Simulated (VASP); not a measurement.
Wanted: the native input for a VASP 6.6.1 run.

```yaml
Task: single point
Functional: LDA
Potentials_or_basis: VASP PAW LDA potentials, release 64 (Ge_d)
Cutoff: 520 eV
k_mesh: 9 × 9 × 9
Occupations: gaussian, width 0.15 eV
Spin: no spin polarisation
Dipole_correction: no
Further_INCAR_settings: ALGO = Fast; EDIFF = 1e-07; NBANDS = 66
```

The structure of Ge lies in POSCAR:

```
Ge
1.0
    4.7825000000      2.7611776624      2.0754666667
   -4.7825000000      2.7611776624      2.0754666667
    0.0000000000     -5.5223553248      2.0754666667
Ge
8
Direct
    0.7160372198      0.7160372198      0.7160372198
    0.2839627802      0.2839627802      0.2839627802
    0.0289443365      0.7253625346      0.5322921793
    0.5322921793      0.0289443365      0.7253625346
    0.7253625346      0.5322921793      0.0289443365
    0.9710556635      0.2746374654      0.4677078207
    0.4677078207      0.9710556635      0.2746374654
    0.2746374654      0.4677078207      0.9710556635
```

One way to write it, as run:

INCAR

```
SYSTEM = Ge
PREC = Accurate ; ENCUT = 520
EDIFF = 1E-7 ; ISMEAR = 0
SIGMA = 0.15 ; LREAL = .FALSE.
LASPH = .TRUE. ; NELM = 80
ALGO = Fast ; ISIF = 2
LWAVE = .FALSE. ; LCHARG = .TRUE.
GGA = CA ; LELF = .TRUE.
LVHAR = .TRUE. ; NBANDS = 66
```

KPOINTS

```
Automatic mesh
0
G
  9 9 9
  0 0 0
```

Potentials or basis: VASP PAW LDA potentials, release 64 (Ge_d).

Launch:

```console
$ cat potpaw_LDA.64/Ge_d/POTCAR > POTCAR
$ mpirun -np 1 vasp_std > vasp.out
```

Results of the run:

| Item | Value |
| --- | --- |
| Pressure | -1.1 GPa |
| Largest force | 0.712 eV/Å |
| Band gap on the k mesh | zero (bands 56 and 57 overlap by 0.70 eV) |

Caveat: semilocal functionals underestimate gaps, so a narrow gap can read as zero.

Wall time 58 min on 1 thread of Oxide Virtual Turin-like Processor (shared host), peak memory 0.83 GiB.
